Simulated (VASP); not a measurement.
## C: single point with LDA

Crystal: C.

```
CELL_PARAMETERS angstrom
-2.41043 2.41053 2.41030
2.41029 -2.41053 2.41016
4.82073 4.82106 -0.00014
ATOMIC_POSITIONS crystal
C 0.32549 0.00005 0.99999
C 0.82546 0.49999 0.50000
C 0.33728 0.33727 0.33725
C 0.83723 0.83722 0.83729
C 0.00004 0.32550 0.99999
C 0.49999 0.82545 0.50002
C 0.83728 0.83730 0.16275
C 0.33722 0.33723 0.66270
C 0.00001 0.67455 0.00001
C 0.49997 0.17450 0.49999
C 0.16277 0.16279 0.16271
C 0.66271 0.66271 0.66276
C 0.67454 0.00002 0.00002
C 0.17451 0.49996 0.49999
C 0.66278 0.66276 0.33730
C 0.16272 0.16272 0.83724
```

```json
{
  "Program": "VASP 6.6.1",
  "Task": "single point",
  "Functional": "LDA",
  "Potentials or basis": "VASP PAW LDA potentials, release 64 (C)",
  "Cutoff": "520 eV",
  "k mesh": "6 × 6 × 4",
  "Occupations": "gaussian, width 0.05 eV",
  "Spin": "no spin polarisation",
  "Dipole correction": "no",
  "Further INCAR settings": "LREAL = Auto; ALGO = Normal; EDIFF = 1e-06; NBANDS = 46"
}
```

```yaml
Pressure: 1.1 GPa
Largest_force: 0.055 eV/Å
Band_gap_on_the_k_mesh: 2.90 eV
```

Forces on the atoms (eV/Å):
```
C   -0.030  0.029  0.021
C   -0.028  0.030  0.023
C   -0.031 -0.031 -0.029
C   -0.031 -0.033 -0.026
C    0.028 -0.029  0.020
C    0.028 -0.028  0.023
C    0.030  0.031 -0.029
C    0.032  0.033 -0.029
C   -0.028  0.029 -0.023
C   -0.029  0.028 -0.020
C    0.033  0.033  0.029
C    0.029  0.029  0.028
C    0.027 -0.029 -0.023
C    0.029 -0.030 -0.022
C   -0.033 -0.034  0.027
C   -0.028 -0.029  0.030
```

Levels at points of the mesh, in eV from the valence-band top:
| k point | band 29 | band 30 | band 31 | band 32 | band 33 | band 34 | band 35 | band 36 |
| --- | --- | --- | --- | --- | --- | --- | --- | --- |
| (0.00, 0.00, 0.00) | -2.17 | -0.34 | -0.34 | -0.33 | 3.87 | 4.09 | 4.09 | 4.09 |
| (0.50, 0.00, 0.00) | -2.17 | -2.17 | -1.97 | -1.97 | 3.40 | 3.40 | 4.77 | 4.77 |
| (0.00, 0.50, 0.00) | -2.17 | -2.17 | -1.97 | -1.97 | 3.40 | 3.40 | 4.77 | 4.77 |
| (0.50, 0.50, 0.00) | -2.17 | 0.00 | 0.00 | 0.00 | 3.82 | 3.87 | 5.51 | 5.82 |
| (0.00, 0.00, 0.50) | -1.32 | -1.32 | -0.90 | -0.90 | 3.30 | 3.30 | 4.01 | 4.01 |
| (0.50, 0.00, 0.50) | -2.37 | -2.37 | -2.17 | -2.17 | 3.87 | 3.87 | 5.51 | 5.51 |
| (0.00, 0.50, 0.50) | -2.37 | -2.37 | -2.17 | -2.17 | 3.87 | 3.87 | 5.51 | 5.51 |
| (0.50, 0.50, 0.50) | -1.41 | -1.41 | -0.95 | -0.95 | 5.03 | 5.03 | 5.47 | 5.47 |

Run time: 4.4 min on 1 thread of AMD EPYC 9R45 96-Core Processor (Zen 5), on a shared host, peak memory 0.31 GiB.

A k mesh can miss the band edges.
